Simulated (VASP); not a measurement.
# Ge (Fd-3m) in VASP: a series of runs, part 2 of 2

VASP 6.6.1.

### Step 3. Relaxation of cell and atoms, PBEsol

This run uses another cell than the first one, of 23.90 Å³/atom, 1.046 times its volume.

INCAR reads:

```
ALGO = Normal
EDIFF = 1E-7
EDIFFG = -0.005
ENCUT = 600
GGA = PS
IBRION = 2
ISIF = 3
ISMEAR = 0
LASPH = T
LCHARG = F
LREAL = F
LWAVE = F
NELM = 60
NSW = 70
PREC = Accurate
SIGMA = 0.1
```

KPOINTS reads:

```
k-points
0
Gamma
  14 14 14
```

POSCAR reads:

```
Ge
1.0
    0.0000000000      2.8805364545      2.8805364545
    2.8805364545      0.0000000000      2.8805364545
    2.8805364545      2.8805364545      0.0000000000
Ge
2
Direct
    0.0000000000      0.0000000000      0.0000000000
    0.2500000000      0.2500000000      0.2500000000
```

Potentials or basis: VASP PAW PBE potentials, release 64 (Ge_d).

Run with:

```sh
> cat potpaw_PBE.64/Ge_d/POTCAR > POTCAR
> mpirun -np 1 vasp_std > vasp.out
```

OUTCAR:

```text
EDIFF = 1E-7
   EDIFFG = -0.005
   ENCUT = 600
   GGA = PS
   IBRION = 2
   ISIF = 3
   ISMEAR = 0
   LASPH = T
   LREAL = F
   NELM = 60
   NSW = 70
   PREC = Accurate

 ion  position               nearest neighbor table
   1  0.000  0.000  0.000-   2 2.49   2 2.49   2 2.49   2 2.49
   2  0.250  0.250  0.250-   1 2.49   1 2.49   1 2.49   1 2.49

  LATTYP: Found a face centered cubic cell.
 ALAT       =     5.7610729090

  Lattice vectors:

 A1 = (   0.0000000000,   2.8805364545,   2.8805364545)
 A2 = (   2.8805364545,   0.0000000000,   2.8805364545)
 A3 = (   2.8805364545,   2.8805364545,   0.0000000000)

Analysis of symmetry for initial positions (statically):
=====================================================================
 Subroutine PRICEL returns:
 Original cell was already a primitive cell.

 Routine SETGRP: Setting up the symmetry group for a
 face centered cubic supercell.

 Subroutine GETGRP returns: Found 48 space group operations
 (whereof 24 operations were pure point group operations)
 out of a pool of 48 trial point group operations.

The static configuration has the point symmetry T_d .
 The point group associated with its full space group is O_h .

Analysis of symmetry for dynamics (positions and initial velocities):
=====================================================================
 Subroutine PRICEL returns:
 Original cell was already a primitive cell.

 Routine SETGRP: Setting up the symmetry group for a
 face centered cubic supercell.

 Subroutine GETGRP returns: Found 48 space group operations
 (whereof 24 operations were pure point group operations)
 out of a pool of 48 trial point group operations.

The dynamic configuration has the point symmetry T_d .
 The point group associated with its full space group is O_h .

 Subroutine INISYM returns: Found 48 space group operations
 (whereof 24 operations are pure point group operations),
 and found     1 'primitive' translations

----------------------------------------------------------------------------------------

                                     Primitive cell

  volume of cell :      47.8024

  direct lattice vectors                    reciprocal lattice vectors
[... 94 lines left out ...]
   ISYM   =      2    0-nonsym 1-usesym 2-fastsym
   POTIM  = 0.5000    time-step for ionic-motion
   TEBEG  =    0.0;   TEEND  =   0.0 temperature during run
   PSTRESS=    0.0 pullay stress
   NELECT =      28.0000    total number of electrons
   NUPDOWN=      -1.0000    fix difference up-down
   EMIN   =  10.00;   EMAX   =-10.00  energy-range for DOS
   EFERMI =   0.00;   METHOD = LEGACY
   ISMEAR =     0;   SIGMA  =   0.10  broadening in eV -4-tet -1-fermi 0-gaus
   EFERMI_NEDOS =   21; number of points for ismear=-14 and -15
   IALGO  =     38    algorithm
   IMIX   =      4    mixing-type and parameters
     AMIX     =   0.40;   BMIX     =  1.00
     AMIX_MAG =   1.60;   BMIX_MAG =  1.00
  volume/ion in A,a.u.               =      23.90       161.29
  Fermi-wavevector in a.u.,A,eV,Ry     =   1.369759  2.588469 25.527788  1.876239
  Thomas-Fermi vector in A             =   2.495606
   LORBIT       =      0    0 simple, 1 ext, 2 COOP (PROOUT), +10 PAW based schemes
   GGA     = PS    functional components
   LHFCALC =     F    Hartree Fock is set to
   AEXX    =    0.0000 exact exchange contribution
   IVDW    =     0    specifies the selected vdW correction
   LEPSILON=     F    determine dielectric tensor
   LRPA    =     F    only Hartree local field effects (RPA)
 conjugate gradient relaxation of ions
 non-spin polarized calculation
 Gauss-broadening in eV      SIGMA  =   0.10
  energy-cutoff  :      600.00
  volume of cell :       47.80
 maximum number of plane-waves:      1639
 NGX is ok and might be reduce to    36
   NGX = 17   NGY = 17   NGZ = 17

--------------------------------------- Ionic step        1  -------------------------------------------

 number of electron      28.0000001 magnetization

 Free energy of the ion-electron system (eV)
  ---------------------------------------------------
  ext. energy  EPLUGINS =         0.00000000
  ---------------------------------------------------
  free energy    TOTEN  =        -9.85595574 eV

  energy without entropy =       -9.85537157  energy(sigma->0) =       -9.85566365

 E-fermi :   4.3143     XC(G=0):  -9.8744

 val. band max:        4.3112059820   @ k =   0.5000   0.0000   0.0000
 cond. band min:       4.3477975439   @ k =   0.0000   0.0000   0.0000
 fundamental gap:      0.0365915619
 Fermi energy:         4.3143038111

 k-point     1 :       0.0000    0.0000    0.0000
  band No.  band energies     occupation
      1     -20.3469      2.00000
      2     -20.3469      2.00000
      3     -20.3469      2.00000
      4     -20.3143      2.00000
      5     -20.3143      2.00000
      6     -20.1300      2.00000
[... 674 lines left out ...]
--------------------------------------- Ionic step        6  -------------------------------------------

 number of electron      27.9999992 magnetization

 Free energy of the ion-electron system (eV)
  ---------------------------------------------------
  ext. energy  EPLUGINS =         0.00000000
  ---------------------------------------------------
  free energy    TOTEN  =        -9.87503446 eV

  energy without entropy =       -9.87480020  energy(sigma->0) =       -9.87491733

 E-fermi :   4.7859     XC(G=0): -10.0835

 val. band max:        4.7682313300   @ k =   0.0000   0.0000   0.0000
 cond. band min:       4.8620391340   @ k =   0.5000   0.0000   0.0000
 fundamental gap:      0.0938078040
 Fermi energy:         4.7859423164

 k-point     1 :       0.0000    0.0000    0.0000
  band No.  band energies     occupation
      1     -19.9819      2.00000
      2     -19.9819      2.00000
      3     -19.9819      2.00000
      4     -19.9460      2.00000
      5     -19.9460      2.00000
      6     -19.7391      2.00000
[... 524 lines left out ...]
  FREE ENERGIE OF THE ION-ELECTRON SYSTEM (eV)
  ---------------------------------------------------
  free  energy   TOTEN  =        -9.8750344627 eV

  energy  without entropy=       -9.8748002011  energy(sigma->0) =       -9.87491733

 reached required accuracy - stopping structural energy minimisation
```

Run time: 3.9 min. Hardware: 1 thread of AMD EPYC 9R45 (Zen 5), shared host; peak memory 0.24 GiB.

What came out:

* Free energy: -9.8750 eV
* Relaxed volume: 22.86 Å³/atom
* Relaxed cell: a = 4.013 Å, b = 4.013 Å, c = 4.013 Å, α = 60.00°, β = 60.00°, γ = 60.00°
* Space group after relaxing (to 0.05 Å): Fd-3m (No. 227)
* Energy gained by relaxing: 9.5 meV/atom
* Ionic steps: 6
* Pressure after relaxing: 0.0 GPa
* Band gap on the k mesh: zero (filled and empty bands touch)

The path:
| step | energy change (eV) | largest force (eV/Å) | pressure (GPa) | volume (Å³) |
| --- | --- | --- | --- | --- |
| 1 | 0.0000 | 0.0000 | -2.76 | 47.80 |
| 2 | -0.0171 | 0.0000 | 1.03 | 45.01 |
| 3 | -0.0191 | 0.0000 | 0.12 | 45.67 |
| 4 | -0.0191 | 0.0000 | -0.11 | 45.75 |
| 5 | -0.0191 | 0.0000 | -0.06 | 45.71 |
| 6 | -0.0191 | 0.0000 | -0.02 | 45.71 |

Final structure:
```xyz
2
Lattice="0.0000 2.8379 2.8379 2.8379 0.0000 2.8379 2.8379 2.8379 0.0000" Properties=species:S:1:pos:R:3 pbc="T T T"
Ge    2.8379    2.8379    0.0000
Ge    1.4190    1.4190    1.4190
```

Caveat: the PAW data sets were made with another functional, which shifts forces and pressure a little.
